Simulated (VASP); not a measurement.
# PbO2 (Fm-3m) in VASP: a series of runs

Aim: see how the results for PbO2 move with the level of theory and the settings. Levels: BLYP, PBE. Tasks: single point.

All numbers are computed with VASP 6.6.1; they aren't measurements. Logs are shortened: lines on timing, memory, paths and dates and some standing lists are left out, and cuts for length are marked.

### Step 1. The cell of the first run

Symmetry: Fm-3m, No. 225, cubic system. The conventional cell has a = 5.404 Å, b = 5.404 Å, c = 5.404 Å, α = 90.00°, β = 90.00°, γ = 90.00°. Pb (site symmetry m-3m) has 8 O at 2.34 Å within 3.1 Å. Within 3.1 Å of O (site symmetry -43m) lie 4 Pb at 2.34 Å and 6 O at 2.70 Å.

### Step 2. Single point, BLYP

Contents of INCAR:

```
  PREC = Accurate
  ENCUT = 520
  EDIFF = 1E-7
  ISMEAR = -1
  SIGMA = 0.05
  LREAL = False
  LASPH = True
  NELM = 60
  ALGO = Normal
  ISIF = 2
  LWAVE = False
  LCHARG = False
  GGA = B5
  ALDAX = 1.0
  AGGAX = 1.0
  AGGAC = 1.0
  ALDAC = 0.0
  NBANDS = 20
```

Contents of KPOINTS:

```
regular mesh
0
Gamma
  9 9 9
```

Contents of POSCAR:

```
PbO2
1.0
    0.0000000000      2.7019920000      2.7019920000
    2.7019920000      0.0000000000      2.7019920000
    2.7019920000      2.7019920000      0.0000000000
Pb O
1 2
Direct
    0.0000000000      0.0000000000      0.0000000000
    0.7500000000      0.7500000000      0.7500000000
    0.2500000000      0.2500000000      0.2500000000
```

Potentials or basis: VASP PAW PBE potentials, release 64 (Pb_d, O).

The run is started by

```console
> cat potpaw_PBE.64/Pb_d/POTCAR potpaw_PBE.64/O/POTCAR > POTCAR
> mpirun -np 1 vasp_std > vasp.out
```

OUTCAR:

```text
PREC = Accurate
   ENCUT = 520
   EDIFF = 1E-7
   ISMEAR = -1
   LREAL = False
   LASPH = True
   NELM = 60
   ISIF = 2
   GGA = B5

 ion  position               nearest neighbor table
   1  0.000  0.000  0.000-   2 2.34   2 2.34   2 2.34   3 2.34   3 2.34   3 2.34   3 2.34   2 2.34

   2  0.750  0.750  0.750-   1 2.34   1 2.34   1 2.34   1 2.34
   3  0.250  0.250  0.250-   1 2.34   1 2.34   1 2.34   1 2.34

  LATTYP: Found a face centered cubic cell.
 ALAT       =     5.4039840000

  Lattice vectors:

 A1 = (   0.0000000000,   2.7019920000,   2.7019920000)
 A2 = (   2.7019920000,   0.0000000000,   2.7019920000)
 A3 = (   2.7019920000,   2.7019920000,   0.0000000000)

Analysis of symmetry for initial positions (statically):
=====================================================================
 Subroutine PRICEL returns:
 Original cell was already a primitive cell.

 Routine SETGRP: Setting up the symmetry group for a
 face centered cubic supercell.

 Subroutine GETGRP returns: Found 48 space group operations
 (whereof 48 operations were pure point group operations)
 out of a pool of 48 trial point group operations.

The static configuration has the point symmetry O_h .

Analysis of symmetry for dynamics (positions and initial velocities):
=====================================================================
 Subroutine PRICEL returns:
 Original cell was already a primitive cell.

 Routine SETGRP: Setting up the symmetry group for a
 face centered cubic supercell.

 Subroutine GETGRP returns: Found 48 space group operations
 (whereof 48 operations were pure point group operations)
 out of a pool of 48 trial point group operations.

The dynamic configuration has the point symmetry O_h .

 Subroutine INISYM returns: Found 48 space group operations
 (whereof 48 operations are pure point group operations),
 and found     1 'primitive' translations

----------------------------------------------------------------------------------------

                                     Primitive cell

  volume of cell :      39.4532

  direct lattice vectors                    reciprocal lattice vectors
     0.000000000  2.701992000  2.701992000    -0.185048660  0.185048660  0.185048660
     2.701992000  0.000000000  2.701992000     0.185048660 -0.185048660  0.185048660
     2.701992000  2.701992000  0.000000000     0.185048660  0.185048660 -0.185048660

  length of vectors
     3.821193732  3.821193732  3.821193732     0.320513682  0.320513682  0.320513682

  position of ions in fractional coordinates (direct lattice)
     0.000000000  0.000000000  0.000000000
     0.750000000  0.750000000  0.750000000
     0.250000000  0.250000000  0.250000000

  ion indices of the primitive-cell ions
   primitive index   ion index
                 1           1
                 2           2
                 3           3

----------------------------------------------------------------------------------------

 KPOINTS: regular mesh

Automatic generation of k-mesh.
 Grid dimensions read from file:
 generate k-points for:    9    9    9

 Generating k-lattice:

  Cartesian coordinates                     Fractional coordinates (reciprocal lattice)
    -0.020560962  0.020560962  0.020560962     0.111111111  0.000000000  0.000000000
     0.020560962 -0.020560962  0.020560962     0.000000000  0.111111111  0.000000000
     0.020560962  0.020560962 -0.020560962     0.000000000  0.000000000  0.111111111

  Length of vectors
     0.035612631  0.035612631  0.035612631

  Shift w.r.t. Gamma in fractional coordinates (k-lattice)
     0.000000000  0.000000000  0.000000000

 Subroutine IBZKPT returns following result:
 ===========================================

 Found     35 irreducible k-points:

 Following reciprocal coordinates:
            Coordinates               Weight
  0.000000  0.000000  0.000000      1.000000
  0.111111  0.000000  0.000000      8.000000
  0.222222  0.000000  0.000000      8.000000
  0.333333  0.000000  0.000000      8.000000
  0.444444  0.000000  0.000000      8.000000
  0.111111  0.111111  0.000000      6.000000
[... 16 lines left out ...]
 -0.333333  0.333333  0.000000     12.000000
  0.444444  0.444444  0.000000      6.000000
 [... further k-points ...]
   k-points           NKPTS =     35   k-points in BZ     NKDIM =     35   number of bands    NBANDS=     20
   number of dos      NEDOS =    301   number of ions     NIONS =      3
   total plane-waves  NPLWV =  21952
   dimension x,y,z NGX =    28 NGY =   28 NGZ =   28
   dimension x,y,z NGXF=    56 NGYF=   56 NGZF=   56
   ions per type =               1   2
   NGX,Y,Z   is equivalent  to a cutoff of  12.18, 12.18, 12.18 a.u.
   NGXF,Y,Z  is equivalent  to a cutoff of  24.36, 24.36, 24.36 a.u.
 SYSTEM =  unknown system
   PREC   = accura    normal or accurate (medium, high low for compatibility)
   ISTART =      0    job   : 0-new  1-cont  2-samecut
   ICHARG =      2    charge: 1-file 2-atom 10-const
   ISPIN  =      1    spin polarized calculation?
   LNONCOLLINEAR =      F non collinear calculations
   LSORBIT =      F    spin-orbit coupling
   LASPH  =      T    aspherical Exc in radial PAW
   ENCUT  =  520.0 eV  38.22 Ry    6.18 a.u.   7.10  7.10  7.10*2*pi/ulx,y,z
   NELM   =     60;   NELMIN=  2; NELMDL= -5     # of ELM steps
   EDIFF  = 0.1E-06   stopping-criterion for ELM
   LREAL  =      F    real-space projection
   EDIFFG = 0.1E-05   stopping-criterion for IOM
   NSW    =      0    number of steps for IOM
   IBRION =     -1    ionic relax: 0-MD 1-quasi-New 2-CG
   NFREE  =      0    steps in history (QN), initial steepest desc. (CG)
   ISIF   =      2    stress and relaxation
   ISYM   =      2    0-nonsym 1-usesym 2-fastsym
   POTIM  = 0.5000    time-step for ionic-motion
   TEBEG  =    0.0;   TEEND  =   0.0 temperature during run
   PSTRESS=    0.0 pullay stress
   NELECT =      26.0000    total number of electrons
   NUPDOWN=      -1.0000    fix difference up-down
   EMIN   =  10.00;   EMAX   =-10.00  energy-range for DOS
   EFERMI =   0.00;   METHOD = LEGACY
   ISMEAR =    -1;   SIGMA  =   0.05  broadening in eV -4-tet -1-fermi 0-gaus
   EFERMI_NEDOS =   21; number of points for ismear=-14 and -15
   IALGO  =     38    algorithm
   IMIX   =      4    mixing-type and parameters
     AMIX     =   0.40;   BMIX     =  1.00
     AMIX_MAG =   1.60;   BMIX_MAG =  1.00
  volume/ion in A,a.u.               =      13.15        88.75
  Fermi-wavevector in a.u.,A,eV,Ry     =   1.424640  2.692180 27.614384  2.029600
  Thomas-Fermi vector in A             =   2.545110
   LORBIT       =      0    0 simple, 1 ext, 2 COOP (PROOUT), +10 PAW based schemes
   GGA     = B5    functional components
   LHFCALC =     F    Hartree Fock is set to
   AEXX    =    0.0000 exact exchange contribution
   IVDW    =     0    specifies the selected vdW correction
   LEPSILON=     F    determine dielectric tensor
   LRPA    =     F    only Hartree local field effects (RPA)
 non-spin polarized calculation
  energy-cutoff  :      520.00
  volume of cell :       39.45
 maximum number of plane-waves:      1073
   NGX = 15   NGY = 15   NGZ = 15

 number of electron      25.9999989 magnetization

 Free energy of the ion-electron system (eV)
  ---------------------------------------------------
  ext. energy  EPLUGINS =         0.00000000
  ---------------------------------------------------
  free energy    TOTEN  =       -14.45889954 eV

  energy without entropy =      -14.45296829  energy(sigma->0) =      -14.45593392

 E-fermi :   5.9667     XC(G=0): -10.6590

 val. band max:        5.9177812683   @ k =  -0.3333   0.4444   0.2222
 cond. band min:       6.4882110997   @ k =  -0.1111   0.1111   0.0000
 fundamental gap:      0.5704298313
 Fermi energy:         5.9666662508

 k-point     1 :       0.0000    0.0000    0.0000
  band No.  band energies     occupation
      1     -12.4207      2.00000
      2      -9.6411      2.00000
      3      -9.6411      2.00000
      4      -9.6411      2.00000
      5      -9.6253      2.00000
      6      -9.4033      2.00000
[... 12 lines left out ...]
     19      21.8365      0.00000
     20      21.8365      0.00000

 k-point     2 :       0.1111    0.0000    0.0000
  band No.  band energies     occupation
      1     -12.3222      2.00000
      2     -10.2309      2.00000
      3      -9.6265      2.00000
      4      -9.6265      2.00000
      5      -9.4042      2.00000
      6      -9.4042      2.00000
[... 12 lines left out ...]
     19      21.7100      0.00000
     20      21.7100      0.00000

 k-point     3 :       0.2222    0.0000    0.0000
  band No.  band energies     occupation
      1     -12.0747      2.00000
      2     -10.6943      2.00000
      3      -9.5955      2.00000
      4      -9.5955      2.00000
      5      -9.4002      2.00000
      6      -9.4002      2.00000
[... 12 lines left out ...]
     19      21.4822      0.00000
     20      21.4822      0.00000

 k-point     4 :       0.3333    0.0000    0.0000
  band No.  band energies     occupation
      1     -11.8553      2.00000
      2     -10.8766      2.00000
      3      -9.5743      2.00000
      4      -9.5743      2.00000
      5      -9.3803      2.00000
      6      -9.3803      2.00000
[... 12 lines left out ...]
     19      21.3167      0.00000
     20      21.3167      0.00000

 k-point     5 :       0.4444    0.0000    0.0000
  band No.  band energies     occupation
      1     -11.8189      2.00000
      2     -10.7819      2.00000
      3      -9.5692      2.00000
      4      -9.5692      2.00000
      5      -9.3579      2.00000
      6      -9.3579      2.00000
[... 12 lines left out ...]
     19      21.2317      0.00000
     20      21.2317      0.00000
[... 353 lines left out ...]
      6      -9.3223      2.00000
[... 12 lines left out ...]
     19      22.4061      0.00000
     20      23.7534      0.00000

 k-point    22 :      -0.4444    0.3333    0.0000
  band No.  band energies     occupation
      1     -11.5656      2.00000
      2     -11.2253      2.00000
      3      -9.4918      2.00000
      4      -9.4301      2.00000
      5      -9.3603      2.00000
      6      -9.0038      2.00000
[... 12 lines left out ...]
     19      22.4920      0.00000
     20      23.2911      0.00000

 k-point    23 :      -0.3333    0.3333    0.0000
  band No.  band energies     occupation
      1     -11.5311      2.00000
      2     -11.2924      2.00000
      3      -9.4664      2.00000
      4      -9.4467      2.00000
      5      -9.3908      2.00000
      6      -8.6293      2.00000
[... 12 lines left out ...]
     19      21.7320      0.00000
     20      23.8542      0.00000

 k-point    24 :       0.4444    0.4444    0.0000
  band No.  band energies     occupation
      1     -11.6255      2.00000
      2     -11.0809      2.00000
      3      -9.5210      2.00000
      4      -9.3985      2.00000
      5      -9.3985      2.00000
      6      -9.3414      2.00000
[... 12 lines left out ...]
     19      22.4093      0.00000
     20      23.1893      0.00000

 [... further k-points ...]
[... 5 lines left out ...]
  --------------------------------------------------------------------------------------
  -------------------------------------------------------------------------------------
  Total        1.6805835      1.6805835      1.6805835      0.0000000      0.0000000      0.0000000
  in kB       68.2477773     68.2477773     68.2477773      0.0000000      0.0000000      0.0000000
  external PRESSURE =      68.2477773 kB  Pullay stress =       0.0000000 kB

 VOLUME and BASIS-vectors are now :
 -----------------------------------------------------------------------------
  energy-cutoff  :      520.00
  volume of cell :       39.45
      direct lattice vectors                 reciprocal lattice vectors
     0.000000000  2.701992000  2.701992000    -0.185048660  0.185048660  0.185048660
     2.701992000  0.000000000  2.701992000     0.185048660 -0.185048660  0.185048660
     2.701992000  2.701992000  0.000000000     0.185048660  0.185048660 -0.185048660

 POSITION                                       TOTAL-FORCE (eV/Angst)
 -----------------------------------------------------------------------------------
      0.00000      0.00000      0.00000         0.000000      0.000000      0.000000
      4.05299      4.05299      4.05299         0.000000      0.000000      0.000000
      1.35100      1.35100      1.35100        -0.000000     -0.000000     -0.000000
 -----------------------------------------------------------------------------------
    total drift:                                0.000000      0.000000      0.000000

  FREE ENERGIE OF THE ION-ELECTRON SYSTEM (eV)
  ---------------------------------------------------
  free  energy   TOTEN  =       -14.4588995443 eV

  energy  without entropy=      -14.4529682864  energy(sigma->0) =      -14.45593392
```

It took 32 s on 1 thread of Intel Xeon Platinum 8259CL at 2.50GHz (Skylake/Cascade Lake), shared host; peak memory 0.17 GiB.

What came out:

- Free energy: -14.4589 eV
- Pressure: 6.8 GPa
- Band gap on the k mesh: zero (band 13 reaches 5.92 eV, above the bottom of band 14 at 4.78 eV)

Caveat: the PAW data sets were made with another functional, which shifts forces and pressure a little; spin-orbit coupling is left out, which moves the levels of the heavy elements.

### Step 3. Single point, PBE

Contents of INCAR:

```
SYSTEM = PbO2
  PREC = Accurate
  ENCUT = 520
  EDIFF = 1E-7
  ISMEAR = 0
  SIGMA = 0.012
  LREAL = .False.
  LASPH = .True.
  NELM = 60
  ALGO = Normal
  ISIF = 2
  LWAVE = .False.
  LCHARG = .False.
  GGA = PE
  NBANDS = 20
```

Contents of KPOINTS:

```
regular mesh
0
Gamma
  9 9 9
  0 0 0
```

POSCAR is that of step 2.

Potentials or basis: VASP PAW PBE potentials, release 64 (Pb_d, O).

The run is started by

```console
> cat potpaw_PBE.64/Pb_d/POTCAR potpaw_PBE.64/O/POTCAR > POTCAR
> mpirun -np 1 vasp_std > vasp.out
```

OUTCAR:

```text
SYSTEM = PbO2
   PREC = Accurate
   ENCUT = 520
   EDIFF = 1E-7
   ISMEAR = 0
   LREAL = .False.
   LASPH = .True.
   NELM = 60
   ISIF = 2
   GGA = PE

 ion  position               nearest neighbor table
   1  0.000  0.000  0.000-   2 2.34   2 2.34   2 2.34   3 2.34   3 2.34   3 2.34   3 2.34   2 2.34

   2  0.750  0.750  0.750-   1 2.34   1 2.34   1 2.34   1 2.34
   3  0.250  0.250  0.250-   1 2.34   1 2.34   1 2.34   1 2.34

  LATTYP: Found a face centered cubic cell.
 ALAT       =     5.4039840000

[... 744 lines left out ...]

  FORCE on cell =-STRESS in cart. coord.  units (eV):
  Direction    XX          YY          ZZ          XY          YZ          ZX
  --------------------------------------------------------------------------------------
  -------------------------------------------------------------------------------------
  Total        0.1436967      0.1436967      0.1436967      0.0000000     -0.0000000      0.0000000
  in kB        5.8354600      5.8354600      5.8354600      0.0000000     -0.0000000      0.0000000
  external PRESSURE =       5.8354600 kB  Pullay stress =       0.0000000 kB

 VOLUME and BASIS-vectors are now :
 -----------------------------------------------------------------------------
  energy-cutoff  :      520.00
  volume of cell :       39.45
      direct lattice vectors                 reciprocal lattice vectors
     0.000000000  2.701992000  2.701992000    -0.185048660  0.185048660  0.185048660
     2.701992000  0.000000000  2.701992000     0.185048660 -0.185048660  0.185048660
     2.701992000  2.701992000  0.000000000     0.185048660  0.185048660 -0.185048660

 POSITION                                       TOTAL-FORCE (eV/Angst)
 -----------------------------------------------------------------------------------
      0.00000      0.00000      0.00000        -0.000000      0.000000      0.000000
      4.05299      4.05299      4.05299        -0.000000     -0.000000     -0.000000
      1.35100      1.35100      1.35100         0.000000      0.000000      0.000000
 -----------------------------------------------------------------------------------
    total drift:                                0.000000     -0.000000      0.000000

  FREE ENERGIE OF THE ION-ELECTRON SYSTEM (eV)
  ---------------------------------------------------
  free  energy   TOTEN  =       -15.6102219581 eV

  energy  without entropy=      -15.6100100540  energy(sigma->0) =      -15.61011601
```

Run time: 23 s. Hardware: 1 thread of Intel Xeon Platinum 8259CL at 2.50GHz (Skylake/Cascade Lake), shared host; peak memory 0.16 GiB.

Results:

* Free energy: -15.6102 eV
* Pressure: 0.6 GPa
* Band gap on the k mesh: zero (band 13 reaches 5.58 eV, above the bottom of band 14 at 4.43 eV)

Caveat: spin-orbit coupling is left out, which moves the levels of the heavy elements.

### Step 4. Single point, PBE

Contents of INCAR:

```
PREC = Accurate
ENCUT = 520
EDIFF = 1E-6
ISMEAR = 0
SIGMA = 0.013000000000000001
LREAL = False
LASPH = True
NELM = 80
ALGO = Normal
ISIF = 2
LWAVE = False
LCHARG = True
GGA = PE
LELF = True
LVHAR = True
NBANDS = 20
```

Contents of KPOINTS:

```
Automatic mesh
0
Gamma
  9 9 9
```

POSCAR is that of step 3.

The run is started by

```console
> cat potpaw_PBE.64/Pb_d/POTCAR potpaw_PBE.64/O/POTCAR > POTCAR
> mpirun -np 1 vasp_std > vasp.out
```

Run time: 22 s. Hardware: 1 thread of Intel Xeon Platinum 8259CL at 2.50GHz (Skylake/Cascade Lake), shared host; peak memory 0.17 GiB.

It converged, with:

* Free energy: -15.6102 eV
* Pressure: 0.6 GPa
* Band gap on the k mesh: zero (band 13 reaches 5.58 eV, above the bottom of band 14 at 4.43 eV)

Levels at points of the mesh, in eV from the Fermi level:
| k point | band 10 | band 11 | band 12 | band 13 | band 14 | band 15 | band 16 | band 17 |
| --- | --- | --- | --- | --- | --- | --- | --- | --- |
| (0.00, 0.00, 0.00) | -1.91 | -1.91 | -1.14 | -1.14 | -1.14 | 7.05 | 7.05 | 7.05 |

Caveat: spin-orbit coupling is left out, which moves the levels of the heavy elements.

### Step 5. Summary

```tsv
level	smearing	gap on the mesh (eV)	pressure (GPa)
BLYP	fermi-dirac 0.05 eV	none	6.8
PBE	gaussian 0.012 eV	none	0.6
PBE	gaussian 0.013 eV	none	0.6
```

Alike in all rows: task single point; potentials or basis VASP PAW PBE potentials, release 64 (Pb_d, O); no spin polarisation; cell as given; k mesh 9 × 9 × 9; cutoff (eV) 520.

Every run on the cell as given and a fine mesh finds a metal. The pressure there spans 0.6 GPa (PBE) to 6.8 GPa (BLYP); a positive pressure means that this level wants a larger cell, a negative one a smaller.

Caveats: spin-orbit coupling is left out, which moves the levels of the heavy elements; the PAW data sets were made with another functional, which shifts forces and pressure a little (some runs).

Absolute energies hang on the potentials; compare differences alone.
